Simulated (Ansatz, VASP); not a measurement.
## One calculation of ZrC, two programs

File POSCAR:

```
ZrC
1.0
    0.0000000000      2.3558751196      2.3558751196
    2.3558751196      0.0000000000      2.3558751196
    2.3558751196      2.3558751196      0.0000000000
Zr C
1 1
Direct
    0.5000000000      0.5000000000      0.5000000000
    0.0000000000      0.0000000000      0.0000000000
```

Contents of INCAR.step1:

```
SYSTEM = ZrC
ALGO = Normal
EDIFF = 1E-5
ENCUT = 660
GGA = PE
GGA_COMPAT = .FALSE.
ISMEAR = 1
LASPH = .TRUE.
LCHARG = .FALSE.
LREAL = .FALSE.
LWAVE = .TRUE.
NBANDS = 15
NELM = 120
PREC = Accurate
SIGMA = 0.05
```

The input INCAR.step2:

```
SYSTEM = ZrC
ALGO = Normal
EDIFF = 1E-6
ENCUT = 660
GGA_COMPAT = .FALSE.
ISIF = 2
ISMEAR = 1
ISTART = 1
LASPH = .TRUE.
LCHARG = .FALSE.
LMIXTAU = .TRUE.
LREAL = .FALSE.
LWAVE = .FALSE.
METAGGA = R2SCAN
NBANDS = 15
NELM = 120
PREC = Accurate
SIGMA = 0.05
```

KPOINTS

```
k-points
0
G
  12 12 12
  0 0 0
```

Input for Ansatz:

```yaml
crystal:
  lattice:
    - [0.0, 2.3558751196, 2.3558751196]
    - [2.3558751196, 0.0, 2.3558751196]
    - [2.3558751196, 2.3558751196, 0.0]
  atoms:
    - { symbol: Zr, position: [0.5, 0.5, 0.5] }
    - { symbol: C, position: [0.0, 0.0, 0.0] }
basis:
  ecutwfc: 500
  ecutrho_ratio: 4
kpoints:
  mp_grid: { grid: [12, 12, 12] }
hamiltonian:
  xc: r2scan
scf:
  occupations: { method: methfessel_paxton, width: 0.05 }
  mixing: { algorithm: anderson, beta: 0.2, ndim: 16 }
output:
  forces: true
  stress: true
  write_density: true
  write_potential: true
  elf: true
  volumetric_format: npy
```

Alike in both runs: task single point; functional r2SCAN; k mesh 12 × 12 × 12; occupations methfessel-paxton of order 1, width 0.05 eV; no spin polarisation.

```csv
,VASP,Ansatz
version,VASP 6.6.1,Ansatz 0.2.0
potentials or method,"VASP PAW PBE potentials, release 64 (Zr_sv, C), cutoff 660 eV","scalar-relativistic, plane waves, PAW"
valence electrons in the cell,16,16
```

|  | VASP | Ansatz | Ansatz less VASP |
| --- | --- | --- | --- |
| gap on the k mesh at the Fermi level (eV) | none | none | - |
| pressure (GPa) | 0.1 | 0.0 | -0.11 |

VASP's potentials were made for PBE, not for r2SCAN. A gap of «none» marks a metal or a gap that the smearing closes. The functional is the same, so the differences come from potentials, cutoffs and numerics.
